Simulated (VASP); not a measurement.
## KI: single point with LDA

The system is KI.

```xyz
4
Lattice="2.5127 -4.2552 0.0000 2.5127 4.2552 0.0000 0.0000 0.0000 8.6766" Properties=species:S:1:pos:R:3 pbc="T T T"
K     2.5127    0.0000    4.3383
K     2.5127    0.0000    0.0000
I     2.5127   -2.8955    2.1691
I     2.5127    2.8955    6.5074
```

```json
{
  "Program": "VASP 6.6.1",
  "Task": "single point",
  "Functional": "LDA",
  "Potentials or basis": "VASP PAW LDA potentials, release 64 (K_sv, I)",
  "Cutoff": "520 eV",
  "k mesh": "5 × 5 × 3",
  "Occupations": "fermi-dirac, width 0.15 eV",
  "Spin": "no spin polarisation"
}
```

```
Pressure               : -1.7 GPa
Largest force          : 0.029 eV/Å
Band gap on the k mesh : 3.40 eV
```

Forces in eV/Å, atoms in the order of the input:
```
K    0.000  0.000  0.000
K    0.000  0.000  0.000
I    0.000  0.029  0.000
I    0.000 -0.029  0.000
```

Stress tensor (GPa, compression positive):
```
-1.69  0.00  0.00
 0.00 -1.59  0.00
 0.00  0.00 -1.71
```

Levels at points of the mesh, in eV from the valence-band top:
```
           k point  band 13  band 14  band 15  band 16  band 17  band 18  band 19  band 20
(0.00, 0.00, 0.00)    -0.26    -0.21    -0.06     0.00     3.40     5.18     5.45     6.39
```

Run time: 4 min on 1 thread of AMD EPYC 7571 (shared host), peak memory 0.25 GiB.

Caveat: spin-orbit coupling is left out, which moves the levels of the heavy elements.
